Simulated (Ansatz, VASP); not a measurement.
# AlRu in VASP and in Ansatz

```
CELL_PARAMETERS angstrom
2.91681 0.00000 0.00000
0.00000 2.91681 0.00000
0.00000 0.00000 2.84202
ATOMIC_POSITIONS crystal
Al 0.00000 0.00000 0.00000
Ru 0.50000 0.50000 0.50000
```

Change from the starting cell: strain -0.025 along x and y, -0.050 along z, atoms carried along.

Alike in both runs: task single point; functional r2SCAN; k mesh 16 × 16 × 16; occupations gaussian, width 0.15 eV; no spin polarisation.

|  | VASP | Ansatz |
| --- | --- | --- |
| version | VASP 6.6.1 | Ansatz 0.2.0 |
| potentials or method | VASP PAW PBE potentials, release 64 (Al, Ru_pv), cutoff 520 eV | scalar-relativistic, plane waves, PAW |
| valence electrons in the cell | 17 | 19 |

```tsv
	VASP	Ansatz	Ansatz less VASP
gap on the k mesh at the Fermi level (eV)	none	none	-
pressure (GPa)	25.6	25.2	-0.39
traceless stress, the component that is largest in VASP (GPa)	4.35	4.33	-0.020
```

VASP's potentials were made for PBE, not for r2SCAN. A gap of «none» marks a metal or a gap that the smearing closes. With one functional, cell and mesh, what is left measures potentials, basis and numerics. VASP's potentials hold 17 valence electrons a cell and Ansatz's 19, so a difference there can come from the potentials and not from the codes.
